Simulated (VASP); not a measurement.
Write the native input for VASP 6.6.1 that does the following.

| Property | Result |
| --- | --- |
| Task | electric field gradients |
| Functional | PBE |
| Potentials or basis | VASP PAW PBE potentials, release 64 (Sb, Pt) |
| Cutoff | 520 eV |
| k mesh | 5 × 5 × 5 |
| Occupations | fermi-dirac, width 0.05 eV |
| Spin | no spin polarisation |
| Dipole correction | no |
| Further INCAR settings | ALGO = Normal; EDIFF = 1e-08; NBANDS = 52 |

The structure of Sb2Pt lies in POSCAR:

```
Sb2Pt
1.0
    6.4200000000      0.0000000000      0.0000000000
    0.0000000000      6.4200000000      0.0000000000
    0.0000000000      0.0000000000      6.4200000000
Sb Pt
8 4
Direct
    0.3800000000      0.3800000000      0.3800000000
    0.1200000000      0.6200000000      0.8800000000
    0.8800000000      0.1200000000      0.6200000000
    0.6200000000      0.8800000000      0.1200000000
    0.6200000000      0.6200000000      0.6200000000
    0.8800000000      0.3800000000      0.1200000000
    0.1200000000      0.8800000000      0.3800000000
    0.3800000000      0.1200000000      0.8800000000
    0.0000000000      0.0000000000      0.0000000000
    0.5000000000      0.0000000000      0.5000000000
    0.5000000000      0.5000000000      0.0000000000
    0.0000000000      0.5000000000      0.5000000000
```

These files were run (other wordings do the same):

INCAR

```
PREC     = Accurate       # precision mode
ENCUT    = 520            # plane-wave cutoff, eV
EDIFF    = 1E-8           # SCF threshold, eV
ISMEAR   = -1             # smearing method
SIGMA    = 0.05           # smearing width, eV
LREAL    = False          # projectors in reciprocal space
LASPH    = True           # aspherical terms in the spheres
NELM     = 100            # most SCF steps
ALGO     = Normal         # electronic algorithm
ISIF     = 2              # what is computed and relaxed
LWAVE    = False          # write WAVECAR
LCHARG   = False          # write CHGCAR
GGA      = PE             # functional
LEFG     = True         
NBANDS   = 52             # bands
```

KPOINTS

```
regular mesh
0
Gamma
  5 5 5
```

Potentials or basis: VASP PAW PBE potentials, release 64 (Sb, Pt).

Launch:

```sh
$ cat potpaw_PBE.64/Sb/POTCAR potpaw_PBE.64/Pt/POTCAR > POTCAR
$ mpirun -np 1 vasp_std > vasp.out
```

Results of the run:

```json
{
 "Pressure": "7.8 GPa",
 "Largest force": "1.250 eV/Å",
 "Band gap on the k mesh": "0.20 eV (least direct gap 0.35 eV)",
 "Largest electric field gradient by atom": "Sb +25.6; Pt -23.3 V/Å²"
}
```

Caveat: the cell stands under pressure; without QUAD_EFG the Cq values of the log hold for a quadrupole moment of 1 mb, not for the nuclei; spin-orbit coupling is left out, which moves the levels of the heavy elements; an odd mesh through Γ misses points on the zone boundary, where band edges can lie; forces of over 1 eV/Å act on the atoms, so gaps and moduli don't describe the material at rest.

Run time: 100 s on 1 thread of Intel(R) Xeon(R) 6975P-C (Granite Rapids), with other jobs on the host, peak memory 0.39 GiB.
